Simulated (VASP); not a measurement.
Wanted: the native input for a VASP 6.6.1 run.

```yaml
Task: single point
Functional: LDA
Potentials_or_basis: VASP PAW LDA potentials, release 64 (Si)
Cutoff: 520 eV
k_mesh: 24 × 24 × 24
Occupations: gaussian, width 0.15 eV
Spin: no spin polarisation
Dipole_correction: no
Further_INCAR_settings: ALGO = Normal; EDIFF = 1e-06; NBANDS = 8
```

The structure of Si lies in POSCAR:

```
Si
1.0
    2.4780668558      0.0000000000      0.0000000000
   -1.2390334279      2.1460688494      0.0000000000
    0.0000000000      0.0000000000      2.3472231457
Si
1
Direct
    0.0000000000      0.0000000000      0.0000000000
```

This cell differs from its parent crystal: strain -0.050 along x and y, -0.050 along z.

One way to write it, as run:

INCAR

```
SYSTEM = Si
ALGO     = Normal         ! electronic algorithm
EDIFF    = 1E-6           ! SCF threshold, eV
ENCUT    = 520            ! plane-wave cutoff, eV
GGA      = CA             ! functional
ISIF     = 2              ! what is computed and relaxed
ISMEAR   = 0              ! smearing method
LASPH    = .True.         ! aspherical terms in the spheres
LCHARG   = .False.        ! write CHGCAR
LREAL    = .False.        ! projectors in reciprocal space
LWAVE    = .False.        ! write WAVECAR
NBANDS   = 8              ! bands
NELM     = 80             ! most SCF steps
PREC     = Accurate       ! precision mode
SIGMA    = 0.15           ! smearing width, eV
```

KPOINTS

```
k-points
0
Gamma
  24 24 24
  0 0 0
```

Potentials or basis: VASP PAW LDA potentials, release 64 (Si).

Launch:

```bash
$ cat potpaw_LDA.64/Si/POTCAR > POTCAR
$ mpirun -np 1 vasp_std > vasp.out
```

Results of the run:

| Item | Value |
| --- | --- |
| Pressure | 25.4 GPa |
| Band gap on the k mesh | zero (band 2 reaches 19.46 eV, above the bottom of band 3 at 6.53 eV) |

Caveat: the cell differs from its parent crystal (strain -0.050 along x and y, -0.050 along z).

Wall time 39 s on 1 thread of Intel(R) Xeon(R) Platinum 8259CL CPU @ 2.50GHz (Skylake/Cascade Lake) (shared host), peak memory 0.16 GiB.
